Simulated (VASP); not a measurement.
Runs of VASP 6.6.1 on MnSn3. The structure is that of space group Fm-3m (No. 225), or close to it. The cells are those of the table. 

```csv
task,level,spin,cell,k mesh,cutoff (eV),gap on the mesh (eV),pressure (GPa),moment (μB)
single point,PBE,off,"a = 5.188 Å, angles 60.0°, 4 atoms",10 × 10 × 10,520,none,-6.5,-
single point,PBE,"collinear, ferromagnetic start","a = 5.171 Å, angles 60.0°, 4 atoms",6 × 6 × 6,520,none,0.2,3.81
relaxation of cell and atoms,PBE,off,"relaxed from a = 5.188 Å, angles 60.0°, 4 atoms",10 × 10 × 10,600,none,-0.1,-
single point,PBE,"collinear, ferromagnetic start","a = 5.188 Å, angles 60.0°, 4 atoms",10 × 10 × 10,520,none,-4.0,(b)
single point,r2SCAN,off,"a = 5.188 Å, angles 60.0°, 4 atoms",10 × 10 × 10,520,none,-8.3,-
single point,PBE,off,"a = 4.981 Å, angles 60.0°, 4 atoms",10 × 10 × 10,520,none,(a),-
```

Alike in all rows: potentials or basis VASP PAW PBE potentials, release 64 (Sn_d, Mn_pv); smearing gaussian 0.1 eV.

Question: Fill in the values left out.

Answer: (a) 0.0; (b) 0.43.

Caveats: spin-orbit coupling is left out, which moves the levels of the heavy elements; the cell stands under tension (at least some runs); the PAW data sets were made with another functional, which shifts forces and pressure a little (at least some runs).

A k mesh can miss the band edges, and the runs leave out spin-orbit coupling on Sn.

A gap of «none» marks levels without a gap at the run's occupations.
